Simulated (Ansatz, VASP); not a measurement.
SnTe in VASP and in Ansatz

Contents of INCAR:

```
SYSTEM = SnTe
PREC     = Accurate       ! precision mode
ENCUT    = 520            ! plane-wave cutoff, eV
EDIFF    = 1E-6           ! SCF threshold, eV
ISMEAR   = 0              ! smearing method
SIGMA    = 0.15           ! smearing width, eV
LREAL    = .False.        ! projectors in reciprocal space
LASPH    = .True.         ! aspherical terms in the spheres
NELM     = 80             ! most SCF steps
ALGO     = Normal         ! electronic algorithm
ISIF     = 2              ! what is computed and relaxed
LWAVE    = .False.        ! write WAVECAR
LCHARG   = .False.        ! write CHGCAR
GGA      = PE             ! functional
IVDW     = 12             ! dispersion correction
NBANDS   = 17             ! bands
```

KPOINTS

```
regular mesh
0
Gamma
  16 16 16
  0 0 0
```

Contents of POSCAR:

```
SnTe
1.0
    3.8258851498      0.0000000000      0.0000000000
    0.0000000000      3.8258851498      0.0000000000
    0.0000000000      0.0000000000      3.8258851498
Sn Te
1 1
Direct
   -0.0565898720     -0.0565898720     -0.0565898720
    0.5000000000      0.5000000000      0.5000000000
```

Input for Ansatz:

```yaml
crystal:
  lattice:
    - [3.8258851498, 0.0, 0.0]
    - [0.0, 3.8258851498, 0.0]
    - [0.0, 0.0, 3.8258851498]
  atoms:
    - { symbol: Sn, position: [-0.056589872, -0.056589872, -0.056589872] }
    - { symbol: Te, position: [0.5, 0.5, 0.5] }
basis:
  ecutwfc: 420
kpoints:
  mp_grid: { grid: [16, 16, 16] }
hamiltonian:
  xc: pbe
  dispersion: d3bj
scf:
  occupations: { method: gaussian, width: 0.15 }
output:
  forces: true
  stress: true
  eigenvalues: true
```

Change from the starting cell: all Sn atoms moved +0.375 Å, as atom 1 towards its neighbour atom 2 (Te) at 3.313 Å.

Alike in both runs: task single point; functional PBE; dispersion D3(BJ); k mesh 16 × 16 × 16; occupations gaussian, width 0.15 eV; no spin polarisation.

|  | VASP | Ansatz |
| --- | --- | --- |
| version | VASP 6.6.1 | Ansatz 0.2.0 |
| potentials or method | VASP PAW PBE potentials, release 64 (Sn_d, Te), cutoff 520 eV | scalar-relativistic, plane waves, PAW |
| valence electrons in the cell | 20 | 30 |

```csv
,VASP,Ansatz,Ansatz less VASP
gap on the k mesh at the Fermi level (eV),none,none,-
pressure (GPa),1.9,1.9,+0.04
"traceless stress, the component that is largest in VASP (GPa)",1.09,1.08,-0.009
rms of the force components (eV/Å),0.170,0.166,-0.0042
```

Atom by atom the forces differ by 0.004 eV/Å (rms over components). A gap of «none» marks a metal or a gap that the smearing closes. VASP's potentials hold 20 valence electrons a cell and Ansatz's 30, so a difference there can come from the potentials and not from the codes.

Neither program's run includes spin-orbit coupling.
